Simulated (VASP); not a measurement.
The system is CdTe.

```
CELL_PARAMETERS angstrom
0.00000 3.21436 3.36406
3.21436 0.00000 3.36406
3.21436 3.21436 0.00000
ATOMIC_POSITIONS crystal
Cd 0.00000 0.00000 0.00000
Te 0.25000 0.25000 0.25000
```

This cell differs from its parent crystal: epitaxial xy strain -2.0%.

Base run:

| Quantity | Value |
| --- | --- |
| Program | VASP 6.6.1 |
| Functional | PBE |
| Potentials or basis | VASP PAW PBE potentials, release 64 (Cd, Te) |
| Cutoff | 520 eV |
| k mesh | 6 × 6 × 6 |
| Occupations | fermi-dirac, width 0.02 eV |
| Spin | no spin polarisation |

Its results: band gap on the k mesh 0.65 eV, direct; pressure 1.7 GPa.

The run is repeated on the same cell with these changes: functional from PBE to r2SCAN; occupations from fermi-dirac, width 0.02 eV to gaussian, width 0.01 eV. What comes out?

Band gap on the k mesh 1.14 eV, direct; pressure 0.7 GPa.

Caveats: spin-orbit coupling is left out, which moves the levels of the heavy elements; the PAW data sets were made with another functional, which shifts forces and pressure a little (some runs).

